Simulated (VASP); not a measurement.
Runs of VASP 6.6.1 on WSe2. The structure is that of space group P-6m2 (No. 187), or close to it. The cells are those of the table. 

| cell | smearing | gap on the mesh (eV) | largest force (eV/Å) |
| --- | --- | --- | --- |
| a = 3.221, b = 3.221, c = 17.661 Å, angles 90.0, 90.0, 120.0°, 3 atoms | gaussian 0.02 eV | 1.55 | 0.17 |
| a = 3.238, b = 3.238, c = 17.328 Å, angles 90.0, 90.0, 120.0°, 3 atoms | gaussian 0.02 eV | (a) | 0.29 |
| a = 3.270, b = 3.270, c = 17.328 Å, angles 90.0, 90.0, 120.0°, 3 atoms | gaussian 0.02 eV | 1.69 | 0.06 |
| a = 3.270, b = 3.270, c = 16.661 Å, angles 90.0, 90.0, 120.0°, 3 atoms | gaussian 0.02 eV | 1.69 | 0.06 |
| a = 3.270, b = 3.270, c = 16.661 Å, angles 90.0, 90.0, 120.0°, 3 atoms | gaussian 0.05 eV | 1.69 | 0.06 |
| a = 3.270, b = 3.270, c = 17.661 Å, angles 90.0, 90.0, 120.0°, 3 atoms | gaussian 0.02 eV | 1.69 | (b) |

Alike in all rows: task single point; level PBEsol; potentials or basis VASP PAW PBE potentials, release 64 (W_sv, Se); no spin polarisation; k mesh 12 × 12 × 2; cutoff (eV) 520.

Problem. Estimate the missing entries.

Solution. (a) 1.56; (b) 0.07.

Caveats: the PAW data sets were made with another functional, which shifts forces and pressure a little; spin-orbit coupling is left out, which moves the levels of the heavy elements.

A k mesh can miss the band edges, and the runs leave out spin-orbit coupling on Se, W.
